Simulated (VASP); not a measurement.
# Cu (I4_1/amd) in VASP: relaxation of cell and atoms with PBE

Aim: the relaxation of cell and atoms of Cu with PBE.

All numbers are computed with VASP 6.6.1; they aren't measurements. Logs are shortened: lines on timing, memory, paths and dates and some standing lists are left out, and cuts for length are marked.

### Step 1. The cell of the first run

Symmetry: I4_1/amd, No. 141, tetragonal system. The conventional cell has a = 3.956 Å, b = 3.956 Å, c = 2.176 Å, α = 90.00°, β = 90.00°, γ = 90.00°. Cu (site symmetry -4m2) has 10 Cu at 2.05 to 2.56 Å within 2.7 Å.

### Step 2. Relaxation of cell and atoms, PBE, target pressure 120 GPa, at which the enthalpy is minimised

File INCAR:

```
SYSTEM = Cu
ALGO = Normal
EDIFF = 1E-6
EDIFFG = -0.005
ENCUT = 600
GGA = PE
IBRION = 2
ISIF = 3
ISMEAR = -1
LASPH = .TRUE.
LCHARG = .FALSE.
LREAL = .FALSE.
LWAVE = .FALSE.
NELM = 100
NSW = 60
PREC = Accurate
PSTRESS = 1200.0
SIGMA = 0.05
```

File KPOINTS:

```
k-points
0
G
  20 20 20
  0 0 0
```

File POSCAR:

```
Cu
1.0
   -1.9779382154      1.9779382154      1.0878660185
    1.9779382154     -1.9779382154      1.0878660185
    1.9779382154      1.9779382154     -1.0878660185
Cu
2
Direct
   -0.3750000000     -0.1250000000     -0.2500000000
    0.3750000000      0.1250000000      0.2500000000
```

Potentials or basis: VASP PAW PBE potentials, release 64 (Cu).

Started as:

```bash
$ cat potpaw_PBE.64/Cu/POTCAR > POTCAR
$ mpirun -np 1 vasp_std > vasp.out
```

OUTCAR:

```text
SYSTEM = Cu
   EDIFF = 1E-6
   EDIFFG = -0.005
   ENCUT = 600
   GGA = PE
   IBRION = 2
   ISIF = 3
   ISMEAR = -1
   LASPH = .TRUE.
   LREAL = .FALSE.
   NELM = 100
   NSW = 60
   PREC = Accurate
   PSTRESS = 1200.0

 ion  position               nearest neighbor table
   1  0.625  0.875  0.750-   2 2.05   2 2.05   2 2.05   2 2.05   2 2.56   2 2.56   2 2.56   2 2.56

   2  0.375  0.125  0.250-   1 2.05   1 2.05   1 2.05   1 2.05   1 2.56   1 2.56   1 2.56   1 2.56

  LATTYP: Found a body centered tetragonal cell.
 ALAT       =     3.9558764308
 C/A-ratio  =     0.5500000000

  Lattice vectors:

 A1 = (  -1.9779382154,   1.9779382154,   1.0878660185)
 A2 = (   1.9779382154,  -1.9779382154,   1.0878660185)
 A3 = (   1.9779382154,   1.9779382154,  -1.0878660185)

Analysis of symmetry for initial positions (statically):
=====================================================================
 Subroutine PRICEL returns:
 Original cell was already a primitive cell.

 Routine SETGRP: Setting up the symmetry group for a
 body centered tetragonal supercell.

 Subroutine GETGRP returns: Found 16 space group operations
 (whereof  4 operations were pure point group operations)
 out of a pool of 16 trial point group operations.

The static configuration has the point symmetry C_2h.
 The point group associated with its full space group is D_4h.

Analysis of symmetry for dynamics (positions and initial velocities):
=====================================================================
 Subroutine PRICEL returns:
 Original cell was already a primitive cell.

 Routine SETGRP: Setting up the symmetry group for a
 body centered tetragonal supercell.

 Subroutine GETGRP returns: Found 16 space group operations
 (whereof  4 operations were pure point group operations)
 out of a pool of 16 trial point group operations.

The dynamic configuration has the point symmetry C_2h.
 The point group associated with its full space group is D_4h.

 Subroutine INISYM returns: Found 16 space group operations
 (whereof  4 operations are pure point group operations),
 and found     1 'primitive' translations

----------------------------------------------------------------------------------------

                                     Primitive cell

  volume of cell :      17.0240

  direct lattice vectors                    reciprocal lattice vectors
    -1.977938215  1.977938215  1.087866018     0.000000000  0.252788483  0.459615423
     1.977938215 -1.977938215  1.087866018     0.252788483  0.000000000  0.459615423
     1.977938215  1.977938215 -1.087866018     0.252788483  0.252788483  0.000000000

  length of vectors
     3.001321649  3.001321649  3.001321649     0.524545855  0.524545855  0.357496900

  position of ions in fractional coordinates (direct lattice)
     0.625000000  0.875000000  0.750000000
     0.375000000  0.125000000  0.250000000

  ion indices of the primitive-cell ions
   primitive index   ion index
                 1           1
                 2           2

----------------------------------------------------------------------------------------

 KPOINTS: k-points

Automatic generation of k-mesh.
 Grid dimensions read from file:
 generate k-points for:   20   20   20

 Generating k-lattice:

  Cartesian coordinates                     Fractional coordinates (reciprocal lattice)
     0.000000000  0.012639424  0.022980771     0.050000000  0.000000000  0.000000000
     0.012639424  0.000000000  0.022980771     0.000000000  0.050000000  0.000000000
     0.012639424  0.012639424  0.000000000     0.000000000  0.000000000  0.050000000

  Length of vectors
     0.026227293  0.026227293  0.017874845

  Shift w.r.t. Gamma in fractional coordinates (k-lattice)
     0.000000000  0.000000000  0.000000000

 Subroutine IBZKPT returns following result:
 ===========================================

 Found    641 irreducible k-points:

 Following reciprocal coordinates:
            Coordinates               Weight
  0.000000  0.000000  0.000000      1.000000
  0.050000 -0.000000  0.000000      8.000000
  0.100000  0.000000 -0.000000      8.000000
  0.150000  0.000000  0.000000      8.000000
  0.200000  0.000000 -0.000000      8.000000
  0.250000  0.000000  0.000000      8.000000
[... 16 lines left out ...]
 -0.400000  0.050000  0.000000     16.000000
 -0.350000  0.050000  0.000000     16.000000
 [... further k-points ...]
   k-points           NKPTS =    641   k-points in BZ     NKDIM =    641   number of bands    NBANDS=     15
   number of dos      NEDOS =    301   number of ions     NIONS =      2
   total plane-waves  NPLWV =  13824
   dimension x,y,z NGX =    24 NGY =   24 NGZ =   24
   dimension x,y,z NGXF=    48 NGYF=   48 NGZF=   48
   ions per type =               2
   NGX,Y,Z   is equivalent  to a cutoff of  13.29, 13.29, 13.29 a.u.
   NGXF,Y,Z  is equivalent  to a cutoff of  26.59, 26.59, 26.59 a.u.
 SYSTEM =  Cu
   PREC   = accura    normal or accurate (medium, high low for compatibility)
   ISTART =      0    job   : 0-new  1-cont  2-samecut
   ICHARG =      2    charge: 1-file 2-atom 10-const
   ISPIN  =      1    spin polarized calculation?
   LNONCOLLINEAR =      F non collinear calculations
   LSORBIT =      F    spin-orbit coupling
   LASPH  =      T    aspherical Exc in radial PAW
   ENCUT  =  600.0 eV  44.10 Ry    6.64 a.u.   5.99  5.99  5.99*2*pi/ulx,y,z
   NELM   =    100;   NELMIN=  2; NELMDL= -5     # of ELM steps
   EDIFF  = 0.1E-05   stopping-criterion for ELM
   LREAL  =      F    real-space projection
   EDIFFG = -.5E-02   stopping-criterion for IOM
   NSW    =     60    number of steps for IOM
   IBRION =      2    ionic relax: 0-MD 1-quasi-New 2-CG
   NFREE  =      1    steps in history (QN), initial steepest desc. (CG)
   ISIF   =      3    stress and relaxation
   ISYM   =      2    0-nonsym 1-usesym 2-fastsym
   POTIM  = 0.5000    time-step for ionic-motion
   TEBEG  =    0.0;   TEEND  =   0.0 temperature during run
   PSTRESS= 1200.0 pullay stress
   NELECT =      22.0000    total number of electrons
   NUPDOWN=      -1.0000    fix difference up-down
   EMIN   =  10.00;   EMAX   =-10.00  energy-range for DOS
   EFERMI =   0.00;   METHOD = LEGACY
   ISMEAR =    -1;   SIGMA  =   0.05  broadening in eV -4-tet -1-fermi 0-gaus
   EFERMI_NEDOS =   21; number of points for ismear=-14 and -15
   IALGO  =     38    algorithm
   IMIX   =      4    mixing-type and parameters
     AMIX     =   0.40;   BMIX     =  1.00
     AMIX_MAG =   1.60;   BMIX_MAG =  1.00
  volume/ion in A,a.u.               =       8.51        57.44
  Fermi-wavevector in a.u.,A,eV,Ry     =   1.783181  3.369724 43.262917  3.179735
  Thomas-Fermi vector in A             =   2.847421
   LORBIT       =      0    0 simple, 1 ext, 2 COOP (PROOUT), +10 PAW based schemes
   GGA     = PE    functional components
   LHFCALC =     F    Hartree Fock is set to
   AEXX    =    0.0000 exact exchange contribution
   IVDW    =     0    specifies the selected vdW correction
   LEPSILON=     F    determine dielectric tensor
   LRPA    =     F    only Hartree local field effects (RPA)
 conjugate gradient relaxation of ions
 non-spin polarized calculation
  energy-cutoff  :      600.00
  volume of cell :       17.02
 maximum number of plane-waves:       584
   NGX = 11   NGY = 11   NGZ = 11

--------------------------------------- Ionic step        1  -------------------------------------------

 number of electron      22.0000012 magnetization

 Free energy of the ion-electron system (eV)
  ---------------------------------------------------
  ext. energy  EPLUGINS =         0.00000000
  ---------------------------------------------------
  free energy    TOTEN  =        -3.94325963 eV

  energy without entropy =       -3.93922072  energy(sigma->0) =       -3.94124018

------------------------ aborting loop because EDIFF is reached ----------------------------------------

  FORCE on cell =-STRESS in cart. coord.  units (eV):
  Direction    XX          YY          ZZ          XY          YZ          ZX
  --------------------------------------------------------------------------------------
  -------------------------------------------------------------------------------------
  Total       16.8461551     16.8461551     13.6990666     -0.0000000     -0.0000000     -0.0000000
  in kB     1585.4426331   1585.4426331   1289.2606099     -0.0000000     -0.0000000     -0.0000000
  external PRESSURE =     286.7152920 kB  Pullay stress =    1200.0000000 kB
[... 25 lines left out ...]
--------------------------------------- Ionic step        2  -------------------------------------------

 number of electron      21.9999955 magnetization

 E-fermi :   9.1129     XC(G=0): -13.3571

 val. band max:        9.1076454223   @ k =  -0.4000  -0.4500   0.4000
 cond. band min:       9.1199506584   @ k =   0.3000   0.1500   0.1000
 fundamental gap:      0.0123052361
 Fermi energy:         9.1128670000

 k-point     1 :       0.0000    0.0000    0.0000
  band No.  band energies     occupation
      1      -1.0815      2.00000
      2       3.4293      2.00000
      3       4.2604      2.00000
      4       4.2869      2.00000
      5       4.6983      2.00000
      6       6.8987      2.00000
      7       6.8987      2.00000
      8       6.9227      2.00000
      9       6.9227      2.00000
     10       7.4735      2.00000
     11       8.0176      2.00000
     12      14.0091      0.00000
     13      14.0091      0.00000
     14      20.5739      0.00000
[... 486 lines left out ...]
  energy  without entropy=       -4.7282400708  energy(sigma->0) =       -4.72980899

  enthalpy is  TOTEN    =         8.7170872251 eV   P V=       13.4484651404

[... ionic steps 4 to 12 ...]

--------------------------------------- Ionic step       13  -------------------------------------------

 number of electron      21.9999975 magnetization

------------------------ aborting loop because EDIFF is reached ----------------------------------------
[... 71 lines left out ...]
--------------------------------------- Ionic step       15  -------------------------------------------

 number of electron      21.9999975 magnetization

 Free energy of the ion-electron system (eV)
  ---------------------------------------------------
  ext. energy  EPLUGINS =         0.00000000
  ---------------------------------------------------
  free energy    TOTEN  =        -4.61776400 eV

  energy without entropy =       -4.61492640  energy(sigma->0) =       -4.61634520

 E-fermi :  11.7726     XC(G=0): -14.4019

 val. band max:       11.7672718302   @ k =   0.4000   0.2000   0.0000
 cond. band min:      11.7943131452   @ k =  -0.3000   0.3000   0.0000
 fundamental gap:      0.0270413150
 Fermi energy:        11.7726337360

 k-point     1 :       0.0000    0.0000    0.0000
  band No.  band energies     occupation
      1       0.0559      2.00000
      2       4.6186      2.00000
      3       5.8082      2.00000
      4       6.1203      2.00000
      5       6.5976      2.00000
      6       9.0270      2.00000
      7       9.0270      2.00000
      8       9.0650      2.00000
      9       9.0650      2.00000
     10       9.9982      2.00000
     11      10.6808      2.00000
     12      17.4595      0.00000
     13      17.4595      0.00000
     14      24.5712      0.00000
[... 448 lines left out ...]
  energy  without entropy=       -4.6149264028  energy(sigma->0) =       -4.61634520

  enthalpy is  TOTEN    =         8.7067375144 eV   P V=       13.3245015183

 reached required accuracy - stopping structural energy minimisation
```

It took 36 min on 1 thread of AMD EPYC 7R13, shared host; peak memory 0.27 GiB.

Results:

```
Free energy                                                : -4.6178 eV
Relaxed volume                                             : 8.90 Å³/atom
Relaxed cell                                               : a = 3.067 Å, b = 3.067 Å, c = 3.067 Å, α = 97.12°, β = 97.12°, γ = 138.79°
Space group after relaxing (to 0.1 Å)                      : I4_1/amd (No. 141)
Energy change on relaxing (the run minimises the enthalpy) : -337.3 meV/atom
Ionic steps                                                : 15
Pressure after relaxing                                    : 120.0 GPa
Band gap on the k mesh                                     : zero (bands 11 and 12 overlap by 6.07 eV)
```

Step by step:
```csv
step,energy change (eV),largest force (eV/Å),pressure (GPa),volume (Å³)
1,0.0000,0.0000,148.67,17.02
2,-2.2216,0.0000,47.11,21.02
3,-0.7881,0.0000,114.43,17.96
4,-0.7364,0.0000,116.65,17.89
5,-0.5801,0.0000,124.04,17.68
6,-0.6756,0.0000,119.87,17.79
7,-0.6741,0.0000,119.99,17.79
8,-0.6735,0.0000,119.91,17.79
9,-0.6737,0.0000,120.12,17.79
10,-0.6739,0.0000,120.09,17.79
11,-0.6791,0.0000,119.67,17.80
12,-0.6748,0.0000,119.90,17.79
13,-0.6744,0.0000,120.21,17.79
14,-0.6747,0.0000,119.69,17.79
15,-0.6745,0.0000,120.03,17.79
```

Final structure:
```yaml
crystal:
  lattice:
    - [-2.02989, 2.02989, 1.07938]
    - [2.02989, -2.02989, 1.07938]
    - [2.02989, 2.02989, -1.07938]
  atoms:
    - { symbol: Cu, position: [0.62500, 0.87500, 0.75000] }
    - { symbol: Cu, position: [0.37500, 0.12500, 0.25000] }
```

Levels at points of the mesh, in eV from the Fermi level:
```csv
k point,band 9,band 10,band 11,band 12,band 13,band 14
"(0.00, 0.00, 0.00)",-2.71,-1.77,-1.09,5.69,5.69,12.80
"(0.50, 0.00, 0.00)",-2.06,-1.97,0.26,4.34,8.12,8.51
"(0.50, 0.50, 0.00)",-2.30,-2.30,-2.05,-2.05,12.90,12.90
"(0.50, 0.50, 0.50)",-2.58,-2.58,-2.55,-2.55,4.10,4.10
```

Caveat: the cell is relaxed towards a set pressure, so the run minimises the enthalpy, not the energy.

The gap in the log of VASP goes by the Fermi energy; the results here count the filled bands.